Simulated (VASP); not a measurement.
Runs of VASP 6.6.1 on Mn. The structure is that of space group Fm-3m (No. 225), or close to it. The cells are those of the table. This isn't the form of Mn at room conditions, which is a 58-atom cubic cell.

| level | spin | cell | k mesh | gap on the mesh (eV) | pressure (GPa) | moment (μB) |
| --- | --- | --- | --- | --- | --- | --- |
| r2SCAN | collinear, ferromagnetic start | a = 2.484 Å, angles 60.0°, 1 atom | 20 × 20 × 20 | none | -10.0 | 0.00 |
| PBE | collinear, ferromagnetic start | a = 2.584 Å, angles 60.0°, 1 atom | 10 × 10 × 10 | none | -26.7 | 0.13 |
| PBE | collinear | a = 2.477 Å, angles 60.0°, 1 atom | 10 × 10 × 10 | none | (a) | 0.11 |
| PBE | collinear | a = 2.495 Å, angles 60.0°, 1 atom | 10 × 10 × 10 | none | (b) | 0.11 |
| r2SCAN | off | a = 2.484 Å, angles 60.0°, 1 atom | 20 × 20 × 20 | none | -10.0 | - |

Alike in all rows: task single point; potentials or basis VASP PAW PBE potentials, release 64 (Mn_pv); cutoff (eV) 520; smearing gaussian 0.05 eV.

**Question.** Estimate the missing entries.

**Answer.** (a) 0.0; (b) -5.7.

Caveats: the cell stands under tension (at least some runs); the PAW data sets were made with another functional, which shifts forces and pressure a little (at least some runs); the moments typed at the start vanished in this run (at least some runs).

A gap of «none» marks levels without a gap at the run's occupations.
